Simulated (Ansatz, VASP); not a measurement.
**One calculation of SrO, two programs**

```xyz
2
Lattice="0.0000 2.5663 2.5663 2.5663 0.0000 2.5663 2.5663 2.5663 0.0000" Properties=species:S:1:pos:R:3 pbc="T T T"
Sr    2.5663    2.5663    2.5663
O     0.0000    0.0000    0.0000
```

Alike in both runs: task single point; functional RPBE; k mesh 9 × 9 × 9; no spin polarisation.

|  | VASP | Ansatz |
| --- | --- | --- |
| version | VASP 6.6.1 | Ansatz 0.2.0 |
| potentials or method | VASP PAW PBE potentials, release 64 (Sr_sv, O) | plane waves, PAW |
| plane-wave cutoff (eV) | 520 | 420 |
| occupations | gaussian, width 0.01 eV | fixed |
| valence electrons in the cell | 16 | 16 |

|  | VASP | Ansatz | Ansatz less VASP |
| --- | --- | --- | --- |
| pressure (GPa) | 7.0 | 6.4 | -0.61 |

VASP's potentials were made for PBE, not for RPBE.
